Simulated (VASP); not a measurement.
Runs of VASP 6.6.1 on NaF (Villiaumite). The structure is that of space group Fm-3m (No. 225), or close to it. The cells are those of the table. 

```tsv
task	level	potentials or basis	cell	k mesh	cutoff (eV)	gap on the mesh (eV)	pressure (GPa)
single point	PBEsol	VASP PAW PBE potentials, release 64 (Na_pv, F)	a = 3.324 Å, angles 60.0°, 2 atoms	10 × 10 × 10	520	5.94	-2.1
single point	PBEsol	VASP PAW PBE potentials, release 64 (Na_pv, F)	a = 3.281 Å, angles 60.0°, 2 atoms	10 × 10 × 10	520	6.14	-0.3
single point	PBEsol	VASP PAW PBE potentials, release 64 (Na_pv, F)	a = 3.237 Å, angles 60.0°, 2 atoms	10 × 10 × 10	520	(a)	1.8
single point	r2SCAN	VASP PAW PBE potentials, release 64 (Na_pv, F)	a = 3.281 Å, angles 60.0°, 2 atoms	10 × 10 × 10	520	7.15	-2.0
single point	LDA	VASP PAW LDA potentials, release 64 (Na_pv, F)	a = 3.281 Å, angles 60.0°, 2 atoms	10 × 10 × 10	520	5.94	(d)
single point	LDA	VASP PAW LDA potentials, release 64 (Na_pv, F)	a = 3.345 Å, angles 60.0°, 2 atoms	10 × 10 × 10	520	5.64	-6.5
single point	LDA	VASP PAW LDA potentials, release 64 (Na_pv, F)	a = 3.237 Å, angles 60.0°, 2 atoms	10 × 10 × 10	520	(b)	-2.8
single point	PBEsol	VASP PAW PBE potentials, release 64 (Na_pv, F)	a = 3.345 Å, angles 60.0°, 2 atoms	10 × 10 × 10	520	5.85	-2.9
relaxation of cell and atoms	PBEsol	VASP PAW PBE potentials, release 64 (Na_pv, F)	relaxed to 10 GPa from a = 3.281 Å, angles 60.0°, 2 atoms	10 × 10 × 10	600	7.03	10.1
single point	LDA	VASP PAW LDA potentials, release 64 (Na_pv, F)	a = 3.214 Å, angles 60.0°, 2 atoms	8 × 8 × 8	520	(c)	-1.7
```

Alike in all rows: no spin polarisation; smearing fermi-dirac 0.05 eV.

Question: Fill in the values left out.

Answer: (a) 6.36; (b) 6.15; (c) 6.27; (d) -4.5.

Caveats: the PAW data sets were made with another functional, which shifts forces and pressure a little (some runs); the cell is relaxed towards a set pressure, so the enthalpy falls and the energy may rise (some runs).

A k mesh can miss the band edges.
